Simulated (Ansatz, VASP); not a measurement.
**One calculation of BaTiO3, two programs**

POSCAR

```
BaTiO3
1.0
    3.9861385300     -2.8385016300     -2.8472561000
    0.0000000000      2.8385016300     -2.8472561000
    3.9861385300      2.8385016300      2.8472561000
Ba Ti O
2 2 6
Direct
    0.0000000000      0.0000000000      0.0000000000
    0.5000000000      0.0000000000      0.5000000000
    0.9960500000      0.4921000000      0.5039500000
    0.4960500000      0.4921000000      0.0039500000
    0.7539500000      0.5079000000      0.2460500000
    0.2539500000      0.5079000000      0.7460500000
    0.9987450000      0.0062900000      0.5012550000
    0.4987450000      0.0062900000      0.0012550000
    0.7531450000      0.4974900000      0.7468550000
    0.2531450000      0.4974900000      0.2468550000
```

INCAR.step1

```
ALGO = Normal
EDIFF = 1E-4
ENCUT = 520
GGA = PE
ISMEAR = -1
LASPH = True
LCHARG = False
LREAL = False
LWAVE = True
NBANDS = 51
NELM = 100
PREC = Accurate
SIGMA = 0.1
```

The input INCAR.step2:

```
ALGO = Normal
EDIFF = 1E-6
ENCUT = 520
ISIF = 2
ISMEAR = -1
ISTART = 1
LASPH = True
LCHARG = False
LMIXTAU = True
LREAL = False
LWAVE = False
METAGGA = R2SCAN
NBANDS = 51
NELM = 100
PREC = Accurate
SIGMA = 0.1
```

The input KPOINTS:

```
k-points
0
Gamma
  5 6 5
```

Input for Ansatz:

```yaml
crystal:
  lattice:
    - [-3.98613853, 2.83850163, 2.8472561]
    - [0.0, -2.83850163, 2.8472561]
    - [-3.98613853, -2.83850163, -2.8472561]
  atoms:
    - { symbol: Ba, position: [0.0, 0.0, 0.0] }
    - { symbol: Ba, position: [0.5, 0.0, 0.5] }
    - { symbol: Ti, position: [0.00395, 0.5079, 0.49605] }
    - { symbol: Ti, position: [0.50395, 0.5079, 0.99605] }
    - { symbol: O, position: [0.24605, 0.4921, 0.75395] }
    - { symbol: O, position: [0.74605, 0.4921, 0.25395] }
    - { symbol: O, position: [0.001255, 0.99371, 0.498745] }
    - { symbol: O, position: [0.501255, 0.99371, 0.998745] }
    - { symbol: O, position: [0.246855, 0.50251, 0.253145] }
    - { symbol: O, position: [0.746855, 0.50251, 0.753145] }
  symmetry: { tolerance: 0.0003 }
kpoints:
  mp_grid: { grid: [5, 6, 5], shift: [0, 0, 0] }
  band_path:
    path:
      - [0.0, 0.0, 0.0]
      - [-0.5, 0.0, 0.5]
      - [-1.0, 0.0, 0.0]
      - [-0.5, 0.0, -0.5]
      - [-1.0, -0.5, 0.0]
    npoints: 13
magnetization:
  spin_polarized: false
scf:
  occupations: { method: fermi_dirac }
  lower_state_search: "off"
  max_iter: 200
hamiltonian:
  pseudopotentials: { kind: paw }
  xc: r2scan
basis:
  ecutwfc: 500
  fft_grid_basis: typed
output:
  forces: true
  stress: true
  eigenvalues: true
  bader: true
  populations: true
  elf: true
  write_potential: true
  volumetric_format: npy
  dos:
    e_range: [-12, 8]
    de: 0.05
    projected: { site_lists: { Ba: [Ba], O: [O], Ti: [Ti] } }
checkpoint:
  read: saved_state
```

Alike in both runs: task single point; functional r2SCAN; k mesh 5 × 6 × 5; no spin polarisation.

```csv
,VASP,Ansatz
version,VASP 6.6.1,Ansatz 0.2.0
potentials or method,"VASP PAW PBE potentials, release 64 (Ba_sv, Ti_sv, O), cutoff 520 eV",PAW plane waves
occupations,"fermi-dirac, width 0.1 eV",fermi-dirac
valence electrons in the cell,80,80
```

Ansatz gave:

* pressure (GPa): -1.6
* rms of the force components (eV/Å): 0.109

Q: What did VASP give for the same quantities?

A: Pressure (GPa): 0.4; rms of the force components (eV/Å): 0.092.

VASP's potentials were made for PBE, not for r2SCAN.

Spin-orbit coupling is off throughout.
